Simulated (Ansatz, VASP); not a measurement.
# Two plane-wave programs on PbS

The input INCAR:

```
SYSTEM = PbS
ALGO = Normal
EDIFF = 1E-8
ENCUT = 520
GGA = PS
ISIF = 2
ISMEAR = -1
LASPH = .TRUE.
LCHARG = .FALSE.
LEFG = .TRUE.
LREAL = .FALSE.
LWAVE = .FALSE.
NBANDS = 28
NELM = 80
PREC = Accurate
SIGMA = 0.01
```

File KPOINTS:

```
k-points
0
G
  7 7 3
  0 0 0
```

Contents of POSCAR:

```
PbS
1.0
    2.9110950000     -2.8710000000      0.0000000000
    2.9110950000      2.8710000000      0.0000000000
   -1.0692495000      0.0000000000     11.7092900000
Pb S
2 2
Direct
    0.7756000000      0.7756000000      0.6363800000
    0.2244000000      0.2244000000      0.3636200000
    0.2684000000      0.2684000000      0.5986000000
    0.7316000000      0.7316000000      0.4014000000
```

Input for Ansatz:

```yaml
crystal:
  lattice:
    - [2.911095, -2.871, 0.0]
    - [2.911095, 2.871, 0.0]
    - [-1.0692495, 0.0, 11.70929]
  atoms:
    - { symbol: Pb, position: [0.7756, 0.7756, 0.63638] }
    - { symbol: Pb, position: [0.2244, 0.2244, 0.36362] }
    - { symbol: S, position: [0.2684, 0.2684, 0.5986] }
    - { symbol: S, position: [0.7316, 0.7316, 0.4014] }
kpoints:
  mp_grid: { grid: [7, 7, 3] }
scf:
  occupations: { method: fermi_dirac, width: 0.01 }
hamiltonian:
  xc: pbesol
  pseudopotentials: { kind: paw }
output:
  forces: true
  stress: true
  eigenvalues: true
  efg: { contact_densities: true }
  write_density: true
  write_potential: true
  elf: true
  volumetric_format: npy
```

Change from the starting cell: equal xx and yy strain of -1 %, PAW files.

Alike in both runs: task electric field gradients; functional PBEsol; k mesh 7 × 7 × 3; occupations fermi-dirac, width 0.01 eV; no spin polarisation.

```csv
,VASP,Ansatz
version,VASP 6.6.1,Ansatz 0.2.0
potentials or method,"VASP PAW PBE potentials, release 64 (Pb_d, S)","PAW with Ansatz's default frozen-core files, scalar-relativistic"
plane-wave cutoff (eV),520,420
valence electrons in the cell,40,40
```

Ansatz gave:

| Quantity | Value |
| --- | --- |
| gap on the k mesh at the Fermi level (eV) | 1.18 |
| rms of the force components (eV/Å) | 0.249 |
| size of Vzz on the site where it differs most (V/Å²) | 88.9 |

**Question.** What did VASP give for the same quantities?

**Answer.** gap on the k mesh at the Fermi level (eV): 1.18; rms of the force components (eV/Å): 0.248; size of Vzz on the site where it differs most (V/Å²): 98.3.

VASP's potentials were made for PBE, not for PBEsol. Atom by atom the forces differ by 0.001 eV/Å (rms over components). Ansatz's warnings: xc potential rough in thin density.

Spin-orbit coupling is off throughout.
